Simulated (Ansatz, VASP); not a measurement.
## Zn: VASP beside Ansatz

```
Zn
1.0
    -1.50855    1.50855    1.50855
     1.50855   -1.50855    1.50855
     1.50855    1.50855   -1.50855
Zn
1
Direct
  0.00000 0.00000 0.00000
```

Alike in both runs: task single point; functional PBEsol; k mesh 16 × 16 × 16; occupations fermi-dirac, width 0.1 eV; no spin polarisation.

|  | VASP | Ansatz |
| --- | --- | --- |
| version | VASP 6.6.1 | Ansatz 0.2.0 |
| potentials or method | VASP PAW PBE potentials, release 64 (Zn), cutoff 520 eV | plane waves (420 eV) with PAW, scalar-relativistic |
| valence electrons in the cell | 12 | 12 |

|  | VASP | Ansatz | Ansatz less VASP |
| --- | --- | --- | --- |
| pressure (GPa) | 4.5 | 4.0 | -0.46 |

VASP's potentials were made for PBE, not for PBEsol, and Ansatz warns of the same on its side.
